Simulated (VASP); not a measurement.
# Se3S2 (P6/mmm) in VASP: notebook

Se3S2 is run at these levels: PBE; tasks: single point, relaxation of cell and atoms.

Everything below comes from runs of VASP 6.6.1. Logs are shortened: lines on timing, memory, paths and dates and some standing lists are left out, and cuts for length are marked.

## 1. The cell of the first run

It takes space group P6/mmm (No. 191, hexagonal). The conventional cell has a = 4.879 Å, b = 4.879 Å, c = 5.159 Å, α = 90.00°, β = 90.00°, γ = 120.00°. Se (site symmetry 6/mmm) has 6 S at 2.82 Å and 12 Se at 3.82 Å within 3.9 Å. Within 3.4 Å of Se (site symmetry -6m2) lie 2 S at 2.58 Å and 3 Se at 2.82 Å. S (site symmetry -6m2) has 5 Se at 2.58 to 2.82 Å and 3 S at 2.82 Å within 3.4 Å.

## 2. Single point, PBE

File INCAR:

```
SYSTEM = Se3S2
  ALGO = Normal
  EDIFF = 1E-6
  ENCUT = 520
  GGA = PE
  ISIF = 2
  ISMEAR = 0
  LASPH = .True.
  LCHARG = .False.
  LREAL = .False.
  LWAVE = .False.
  NBANDS = 23
  NELM = 80
  PREC = Accurate
  SIGMA = 0.1
```

File KPOINTS:

```
k-points
0
Gamma
  12 12 8
  0 0 0
```

File POSCAR:

```
Se3S2
1.0
    4.8787011704      0.0000000000      0.0000000000
   -2.4393505852      4.2250791510      0.0000000000
    0.0000000000      0.0000000000      5.1593818669
Se S
3 2
Direct
    0.0000000000      0.0000000000      0.0000000000
    0.3333333333      0.6666666667      0.5000000000
    0.6666666667      0.3333333333      0.5000000000
    0.3333333333      0.6666666667      0.0000000000
    0.6666666667      0.3333333333      0.0000000000
```

Potentials or basis: VASP PAW PBE potentials, release 64 (Se, S).

Started as:

```bash
$ cat potpaw_PBE.64/Se/POTCAR potpaw_PBE.64/S/POTCAR > POTCAR
$ mpirun -np 1 vasp_std > vasp.out
```

OUTCAR:

```text
SYSTEM = Se3S2
   EDIFF = 1E-6
   ENCUT = 520
   GGA = PE
   ISIF = 2
   ISMEAR = 0
   LASPH = .True.
   LREAL = .False.
   NELM = 80
   PREC = Accurate

 ion  position               nearest neighbor table
   1  0.000  0.000  0.000-
   2  0.333  0.667  0.500-   4 2.58   4 2.58
   3  0.667  0.333  0.500-   5 2.58   5 2.58
   4  0.333  0.667  0.000-   2 2.58   2 2.58
   5  0.667  0.333  0.000-   3 2.58   3 2.58

  LATTYP: Found a hexagonal cell.
 ALAT       =     4.8787011704
 C/A-ratio  =     1.0575318485

  Lattice vectors:

 A1 = (   4.8787011704,   0.0000000000,   0.0000000000)
 A2 = (  -2.4393505852,   4.2250791510,   0.0000000000)
 A3 = (   0.0000000000,   0.0000000000,   5.1593818669)

Analysis of symmetry for initial positions (statically):
=====================================================================
 Subroutine PRICEL returns:
 Original cell was already a primitive cell.

 Routine SETGRP: Setting up the symmetry group for a
 hexagonal supercell.

 Subroutine GETGRP returns: Found 24 space group operations
 (whereof 24 operations were pure point group operations)
 out of a pool of 24 trial point group operations.

The static configuration has the point symmetry D_6h.

Analysis of symmetry for dynamics (positions and initial velocities):
=====================================================================
 Subroutine PRICEL returns:
 Original cell was already a primitive cell.

 Routine SETGRP: Setting up the symmetry group for a
 hexagonal supercell.

 Subroutine GETGRP returns: Found 24 space group operations
 (whereof 24 operations were pure point group operations)
 out of a pool of 24 trial point group operations.

The dynamic configuration has the point symmetry D_6h.

 Subroutine INISYM returns: Found 24 space group operations
 (whereof 24 operations are pure point group operations),
 and found     1 'primitive' translations

----------------------------------------------------------------------------------------

                                     Primitive cell

  volume of cell :     106.3498

  direct lattice vectors                    reciprocal lattice vectors
     4.878701170  0.000000000  0.000000000     0.204972587  0.118340978  0.000000000
    -2.439350585  4.225079151  0.000000000     0.000000000  0.236681957  0.000000000
     0.000000000  0.000000000  5.159381867     0.000000000  0.000000000  0.193821668

  length of vectors
     4.878701170  4.878701170  5.159381867     0.236681957  0.236681957  0.193821668

  position of ions in fractional coordinates (direct lattice)
     0.000000000  0.000000000  0.000000000
     0.333333333  0.666666667  0.500000000
     0.666666667  0.333333333  0.500000000
     0.333333333  0.666666667  0.000000000
     0.666666667  0.333333333  0.000000000

  ion indices of the primitive-cell ions
   primitive index   ion index
                 1           1
                 2           2
                 3           3
                 4           4
                 5           5

----------------------------------------------------------------------------------------

 KPOINTS: k-points

Automatic generation of k-mesh.
 Grid dimensions read from file:
 generate k-points for:   12   12    8

 Generating k-lattice:

  Cartesian coordinates                     Fractional coordinates (reciprocal lattice)
     0.017081049  0.009861748  0.000000000     0.083333333  0.000000000  0.000000000
     0.000000000  0.019723496  0.000000000     0.000000000  0.083333333  0.000000000
     0.000000000  0.000000000  0.024227709     0.000000000  0.000000000  0.125000000

  Length of vectors
     0.019723496  0.019723496  0.024227709

  Shift w.r.t. Gamma in fractional coordinates (k-lattice)
     0.000000000  0.000000000  0.000000000

 Subroutine IBZKPT returns following result:
 ===========================================

 Found     95 irreducible k-points:

 Following reciprocal coordinates:
            Coordinates               Weight
  0.000000  0.000000  0.000000      1.000000
  0.083333 -0.000000  0.000000      6.000000
  0.166667 -0.000000  0.000000      6.000000
  0.250000 -0.000000  0.000000      6.000000
  0.333333 -0.000000  0.000000      6.000000
  0.416667 -0.000000  0.000000      6.000000
[... 16 lines left out ...]
  0.250000 -0.000000  0.125000     12.000000
  0.333333 -0.000000  0.125000     12.000000
 [... further k-points ...]
   k-points           NKPTS =     95   k-points in BZ     NKDIM =     95   number of bands    NBANDS=     23
   number of dos      NEDOS =    301   number of ions     NIONS =      5
   total plane-waves  NPLWV =  51840
   dimension x,y,z NGX =    36 NGY =   36 NGZ =   40
   dimension x,y,z NGXF=    72 NGYF=   72 NGZF=   80
   ions per type =               3   2
   NGX,Y,Z   is equivalent  to a cutoff of  12.27, 12.27, 12.89 a.u.
   NGXF,Y,Z  is equivalent  to a cutoff of  24.53, 24.53, 25.78 a.u.
 SYSTEM =  Se3S2
   PREC   = accura    normal or accurate (medium, high low for compatibility)
   ISTART =      0    job   : 0-new  1-cont  2-samecut
   ICHARG =      2    charge: 1-file 2-atom 10-const
   ISPIN  =      1    spin polarized calculation?
   LNONCOLLINEAR =      F non collinear calculations
   LSORBIT =      F    spin-orbit coupling
   LASPH  =      T    aspherical Exc in radial PAW
   ENCUT  =  520.0 eV  38.22 Ry    6.18 a.u.   9.07  9.07  9.59*2*pi/ulx,y,z
   NELM   =     80;   NELMIN=  2; NELMDL= -5     # of ELM steps
   EDIFF  = 0.1E-05   stopping-criterion for ELM
   LREAL  =      F    real-space projection
   EDIFFG = 0.1E-04   stopping-criterion for IOM
   NSW    =      0    number of steps for IOM
   IBRION =     -1    ionic relax: 0-MD 1-quasi-New 2-CG
   NFREE  =      0    steps in history (QN), initial steepest desc. (CG)
   ISIF   =      2    stress and relaxation
   ISYM   =      2    0-nonsym 1-usesym 2-fastsym
   POTIM  = 0.5000    time-step for ionic-motion
   TEBEG  =    0.0;   TEEND  =   0.0 temperature during run
   PSTRESS=    0.0 pullay stress
   NELECT =      30.0000    total number of electrons
   NUPDOWN=      -1.0000    fix difference up-down
   EMIN   =  10.00;   EMAX   =-10.00  energy-range for DOS
   EFERMI =   0.00;   METHOD = LEGACY
   ISMEAR =     0;   SIGMA  =   0.10  broadening in eV -4-tet -1-fermi 0-gaus
   EFERMI_NEDOS =   21; number of points for ismear=-14 and -15
   IALGO  =     38    algorithm
   IMIX   =      4    mixing-type and parameters
     AMIX     =   0.40;   BMIX     =  1.00
     AMIX_MAG =   1.60;   BMIX_MAG =  1.00
  volume/ion in A,a.u.               =      21.27       143.54
  Fermi-wavevector in a.u.,A,eV,Ry     =   1.073667  2.028937 15.684268  1.152761
  Thomas-Fermi vector in A             =   2.209473
   LORBIT       =      0    0 simple, 1 ext, 2 COOP (PROOUT), +10 PAW based schemes
   GGA     = PE    functional components
   LHFCALC =     F    Hartree Fock is set to
   AEXX    =    0.0000 exact exchange contribution
   IVDW    =     0    specifies the selected vdW correction
   LEPSILON=     F    determine dielectric tensor
   LRPA    =     F    only Hartree local field effects (RPA)
 non-spin polarized calculation
 Gauss-broadening in eV      SIGMA  =   0.10
  energy-cutoff  :      520.00
  volume of cell :      106.35
 maximum number of plane-waves:      2895
   NGX = 19   NGY = 19   NGZ = 19

 number of electron      30.0000000 magnetization

 Free energy of the ion-electron system (eV)
  ---------------------------------------------------
  ext. energy  EPLUGINS =         0.00000000
  ---------------------------------------------------
  free energy    TOTEN  =       -15.79109703 eV

  energy without entropy =      -15.76693316  energy(sigma->0) =      -15.77901509

 E-fermi :   4.8317     XC(G=0):  -9.9238

 val. band max:        4.8291407784   @ k =   0.3333  -0.0000   0.2500
 cond. band min:       4.8431988903   @ k =   0.0833   0.0833   0.0000
 fundamental gap:      0.0140581119
 Fermi energy:         4.8317305943

 k-point     1 :       0.0000    0.0000    0.0000
  band No.  band energies     occupation
      1     -11.3876      2.00000
      2      -8.6476      2.00000
      3      -8.0679      2.00000
      4      -6.0747      2.00000
      5      -4.9209      2.00000
      6      -2.4467      2.00000
[... 15 lines left out ...]
     22      10.1341      0.00000
     23      10.4553      0.00000

 k-point     2 :       0.0833   -0.0000    0.0000
  band No.  band energies     occupation
      1     -11.3455      2.00000
      2      -8.6167      2.00000
      3      -8.1358      2.00000
      4      -6.1476      2.00000
      5      -4.9933      2.00000
      6      -2.4118      2.00000
[... 15 lines left out ...]
     22      10.0723      0.00000
     23      10.6421      0.00000

 k-point     3 :       0.1667   -0.0000    0.0000
  band No.  band energies     occupation
      1     -11.2209      2.00000
      2      -8.5313      2.00000
      3      -8.3234      2.00000
      4      -6.3459      2.00000
      5      -5.1929      2.00000
      6      -2.3090      2.00000
[... 15 lines left out ...]
     22      10.0911      0.00000
     23      11.1226      0.00000
[... 495 lines left out ...]
 k-point    23 :       0.2500   -0.0000    0.1250
  band No.  band energies     occupation
      1     -10.9504      2.00000
      2      -8.6133      2.00000
      3      -8.4510      2.00000
      4      -6.6970      2.00000
      5      -5.6982      2.00000
      6      -1.7721      2.00000
[... 15 lines left out ...]
     22      10.5221      0.00000
     23      11.8214      0.00000

 k-point    24 :       0.3333   -0.0000    0.1250
  band No.  band energies     occupation
      1     -10.6834      2.00000
      2      -8.9310      2.00000
      3      -8.2827      2.00000
      4      -6.9990      2.00000
      5      -5.9710      2.00000
      6      -1.6797      2.00000
[... 15 lines left out ...]
     22      10.9470      0.00000
     23      11.7714      0.00000

 [... further k-points ...]

------------------------ aborting loop because EDIFF is reached ----------------------------------------

  FORCE on cell =-STRESS in cart. coord.  units (eV):
  Direction    XX          YY          ZZ          XY          YZ          ZX
  --------------------------------------------------------------------------------------
  -------------------------------------------------------------------------------------
  Total       -0.0153896     -0.0153896     -0.0304933      0.0000000     -0.0000000     -0.0000000
  in kB       -0.2318468     -0.2318468     -0.4593870      0.0000000     -0.0000000     -0.0000000
  external PRESSURE =      -0.3076935 kB  Pullay stress =       0.0000000 kB

 VOLUME and BASIS-vectors are now :
 -----------------------------------------------------------------------------
  energy-cutoff  :      520.00
  volume of cell :      106.35
      direct lattice vectors                 reciprocal lattice vectors
     4.878701170  0.000000000  0.000000000     0.204972587  0.118340978  0.000000000
    -2.439350585  4.225079151  0.000000000     0.000000000  0.236681957  0.000000000
     0.000000000  0.000000000  5.159381867     0.000000000  0.000000000  0.193821668

 POSITION                                       TOTAL-FORCE (eV/Angst)
 -----------------------------------------------------------------------------------
      0.00000      0.00000      0.00000        -0.000000      0.000000      0.000000
     -0.00000      2.81672      2.57969        -0.000000      0.000000      0.000000
      2.43935      1.40836      2.57969         0.000000      0.000000      0.000000
     -0.00000      2.81672      0.00000        -0.000000      0.000000     -0.000000
      2.43935      1.40836      0.00000         0.000000      0.000000      0.000000
 -----------------------------------------------------------------------------------
    total drift:                                0.000000      0.000000      0.000000

  FREE ENERGIE OF THE ION-ELECTRON SYSTEM (eV)
  ---------------------------------------------------
  free  energy   TOTEN  =       -15.7910970276 eV

  energy  without entropy=      -15.7669331590  energy(sigma->0) =      -15.77901509
```

Wall time 87 s (1 thread of AMD EPYC 9R45 (Zen 5), shared host); peak memory 0.31 GiB.

What came out:

* Free energy: -15.7911 eV
* Pressure: 0.0 GPa
* Band gap on the k mesh: zero (bands 15 and 16 overlap by 1.66 eV)

Levels at points of the mesh, in eV from the Fermi level:
| k point | band 11 | band 12 | band 13 | band 14 | band 15 | band 16 | band 17 | band 18 | band 19 | band 20 |
| --- | --- | --- | --- | --- | --- | --- | --- | --- | --- | --- |
| (0.00, 0.00, 0.00) | -4.53 | -2.95 | -2.95 | -0.87 | 0.09 | 0.09 | 3.12 | 3.12 | 3.25 | 4.91 |
| (0.50, 0.00, 0.00) | -2.56 | -1.70 | -1.66 | -0.63 | 0.21 | 0.62 | 1.17 | 2.03 | 3.73 | 4.02 |
| (0.00, 0.00, 0.50) | -4.24 | -3.42 | -2.58 | -0.92 | -0.80 | -0.56 | -0.56 | -0.06 | 3.10 | 3.10 |
| (0.50, 0.00, 0.50) | -2.35 | -1.91 | -1.68 | -1.06 | -0.44 | -0.25 | -0.07 | 0.62 | 0.81 | 1.29 |

## 3. Relaxation of cell and atoms, PBE

This run uses another cell than the first one, of 21.44 Å³/atom.

File INCAR:

```
  PREC = Accurate
  ENCUT = 600
  EDIFF = 1E-6
  ISMEAR = 0
  SIGMA = 0.1
  LREAL = F
  LASPH = T
  NELM = 100
  ALGO = Normal
  ISIF = 3
  LWAVE = F
  LCHARG = F
  GGA = PE
  IBRION = 2
  NSW = 100
  EDIFFG = -0.01
```

File KPOINTS:

```
regular mesh
0
Gamma
  12 12 8
```

Edit POSCAR of step 2 so:

```diff
@@ -2,5 +2,5 @@
 1.0
-    4.8787011704      0.0000000000      0.0000000000
-   -2.4393505852      4.2250791510      0.0000000000
-    0.0000000000      0.0000000000      5.1593818669
+    4.9153018989      0.0000000000      0.0000000000
+   -2.4576509495      4.2567763118      0.0000000000
+    0.0000000000      0.0000000000      5.1232647862
 Se S
```

Potentials or basis: VASP PAW PBE potentials, release 64 (Se, S).

Started as:

```bash
$ cat potpaw_PBE.64/Se/POTCAR potpaw_PBE.64/S/POTCAR > POTCAR
$ mpirun -np 1 vasp_std > vasp.out
```

Wall time 5.4 min (1 thread of AMD EPYC 9R45 (Zen 5), shared host); peak memory 0.37 GiB.

It converged, with:

```yaml
Free_energy: -15.7915 eV
Relaxed_volume: 21.28 Å³/atom
Relaxed_cell: a = 4.881 Å, b = 4.881 Å, c = 5.159 Å, α = 90.00°, β = 90.00°, γ = 120.00°
Space_group_after_relaxing_to_0.1_Å: P6/mmm (No. 191)
Energy_gained_by_relaxing: 0.8 meV/atom
Ionic_steps: 6
Pressure_after_relaxing: -0.1 GPa
Band_gap_on_the_k_mesh: zero (bands 15 and 16 overlap by 1.66 eV)
```

Step by step:
```
step  energy change (eV)  largest force (eV/Å)  pressure (GPa)  volume (Å³)
   1              0.0000                0.0000           -0.43       107.20
   2             -0.0023                0.0000            0.08       106.30
   3             -0.0025                0.0000            0.23       106.05
   4             -0.0039                0.0000            0.17       106.06
   5             -0.0040                0.0000            0.16       106.06
   6             -0.0041                0.0000           -0.06       106.42
```

Final structure:
```
Se S
1.0
     4.88059    0.00000    0.00000
    -2.44029    4.22671    0.00000
     0.00000    0.00000    5.15886
Se S
3 2
Direct
  0.00000 0.00000 0.00000
  0.33333 0.66667 0.50000
  0.66667 0.33333 0.50000
  0.33333 0.66667 0.00000
  0.66667 0.33333 0.00000
```

Levels at points of the mesh, in eV from the Fermi level:
```tsv
k point	band 12	band 13	band 14	band 15	band 16	band 17	band 18	band 19
(0.00, 0.00, 0.00)	-2.94	-2.94	-0.87	0.09	0.09	3.11	3.11	3.26
(0.50, 0.00, 0.00)	-1.69	-1.65	-0.63	0.20	0.62	1.17	2.03	3.74
(0.00, 0.00, 0.50)	-3.41	-2.57	-0.91	-0.80	-0.56	-0.56	-0.06	3.09
(0.50, 0.00, 0.50)	-1.90	-1.68	-1.05	-0.44	-0.25	-0.07	0.62	0.81
```
